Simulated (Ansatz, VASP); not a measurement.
**H in VASP and in Ansatz**

```xyz
8
Lattice="6.7871 0.0000 0.0000 0.0000 6.7224 0.0000 0.0000 0.0000 6.9034" Properties=species:S:1:pos:R:3 pbc="T T T"
H     2.9119    4.6857    4.1012
H     6.3055    5.3979    2.8021
H     3.8752    1.3245    6.2538
H     0.4816    2.0367    0.6496
H     3.9175    0.7771    5.7415
H     0.5239    2.5841    1.1619
H     2.8696    4.1383    4.6136
H     6.2632    5.9453    2.2898
```

Alike in both runs: task relaxation of cell and atoms; functional PBE; k mesh 4 × 4 × 4; occupations gaussian, width 0.02 eV; no spin polarisation.

|  | VASP | Ansatz |
| --- | --- | --- |
| version | VASP 6.6.1 | Ansatz 0.2.0 |
| potentials or method | VASP PAW PBE potentials, release 64 (H), cutoff 600 eV | scalar-relativistic, plane waves, PAW |
| valence electrons in the cell | 8 | 8 |

Ansatz gave:

```
gap on the k mesh at the Fermi level, each at its own relaxed structure (eV)  : 9.60
relaxed volume (Å³/atom)                                                      : 39.37
relaxed length of the cell vector where the two differ most in proportion (Å) : 6.722
```

Task: Which values does VASP return?

Result: gap on the k mesh at the Fermi level, each at its own relaxed structure (eV): 9.21; relaxed volume (Å³/atom): 22.35; relaxed length of the cell vector where the two differ most in proportion (Å): 5.430.

One of these differences is far larger than is usual between the two programs; its cause wasn't traced.

Noted on VASP's run: the volume moved by over 15 % at a fixed basis, so the end points are rough.
